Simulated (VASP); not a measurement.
Runs of VASP 6.6.1 on Hf. The structure is that of space group P6_3/mmc (No. 194), or close to it. The cells are those of the table. 

| cell | gap on the mesh (eV) | pressure (GPa) |
| --- | --- | --- |
| a = 3.397, b = 3.397, c = 4.247 Å, angles 90.0, 90.0, 120.0°, 2 atoms | none | (a) |
| a = 3.042, b = 3.042, c = 5.371 Å, angles 90.0, 90.0, 120.0°, 2 atoms | none | 0.1 |
| a = 3.279, b = 3.279, c = 4.622 Å, angles 90.0, 90.0, 120.0°, 2 atoms | none | 1.1 |
| a = 2.923, b = 2.923, c = 5.746 Å, angles 90.0, 90.0, 120.0°, 2 atoms | none | 1.7 |

Alike in all rows: task single point; level PBEsol; potentials or basis VASP PAW PBE potentials, release 64 (Hf_pv); no spin polarisation; k mesh 18 × 18 × 10; cutoff (eV) 520; smearing gaussian 0.15 eV.

Estimate the missing entries.

(a) 4.0.

Caveats: the PAW data sets were made with another functional, which shifts forces and pressure a little; spin-orbit coupling is left out, which moves the levels of the heavy elements.

A k mesh can miss the band edges, and the runs leave out spin-orbit coupling on Hf.

A gap of «none» marks levels without a gap at the run's occupations.
